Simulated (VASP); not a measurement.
Write the native input for VASP 6.6.1 that does the following.

| Quantity | Value |
| --- | --- |
| Task | single point |
| Functional | HF |
| Potentials or basis | VASP PAW PBE potentials, release 64 (I, Cu) |
| Cutoff | 520 eV |
| k mesh | 4 × 4 × 4 |
| Occupations | fermi-dirac, width 0.05 eV |
| Spin | no spin polarisation |
| Dipole correction | no |
| Grid for exact exchange (PRECFOCK) | Normal |
| Further INCAR settings | ALGO = Normal; EDIFF = 1e-06; NBANDS = 16 |
| Share of exact exchange | 1 |

CuI:

```
I Cu
1.0
     0.00000    2.99053    2.99053
     2.99053    0.00000    2.99053
     2.99053    2.99053    0.00000
I Cu
1 1
Cartesian
  0.0000 0.0000 0.0000
  4.4858 4.4858 4.4858
```

The input as run:

POSCAR

```
CuI
1.0
    0.0000000000      2.9905287613      2.9905287613
    2.9905287613      0.0000000000      2.9905287613
    2.9905287613      2.9905287613      0.0000000000
I Cu
1 1
Direct
    0.0000000000      0.0000000000      0.0000000000
    0.7500000000      0.7500000000      0.7500000000
```

INCAR.step1

```
PREC = Accurate
ENCUT = 520
EDIFF = 1E-5
ISMEAR = -1
SIGMA = 0.05
LREAL = False
LASPH = True
NELM = 100
ALGO = Normal
ISIF = 2
LWAVE = True
GGA = PE
NBANDS = 16
```

INCAR.step2

```
PREC = Accurate
ENCUT = 520
EDIFF = 1E-6
ISMEAR = -1
SIGMA = 0.05
LREAL = False
LASPH = True
NELM = 100
ALGO = Normal
ISIF = 2
LWAVE = False
LCHARG = True
GGA = PE
LHFCALC = True
AEXX = 1.0
ALDAC = 0.0
AGGAC = 0.0
PRECFOCK = Normal
LELF = True
LVHAR = True
ISTART = 1
NBANDS = 16
```

KPOINTS

```
regular mesh
0
Gamma
  4 4 4
```

Potentials or basis: VASP PAW PBE potentials, release 64 (I, Cu).

Command:

```bash
$ cat potpaw_PBE.64/I/POTCAR potpaw_PBE.64/Cu/POTCAR > POTCAR
$ cp INCAR.step1 INCAR
$ mpirun -np 1 vasp_std > vasp.out
$ cp INCAR.step2 INCAR
$ mpirun -np 1 vasp_std > vasp.out
```

Results of the run:

```json
{"Pressure": "10.7 GPa", "Band gap on the k mesh": "9.93 eV"}
```

Caveat: the k points lie up to 0.45 Å⁻¹ apart; the PAW data sets were made with another functional, which shifts forces and pressure a little; spin-orbit coupling is left out, which moves the levels of the heavy elements.

It took 9.5 min on 1 thread of Intel(R) Xeon(R) Platinum 8259CL CPU @ 2.50GHz (Skylake/Cascade Lake) (shared host), peak memory 0.19 GiB.
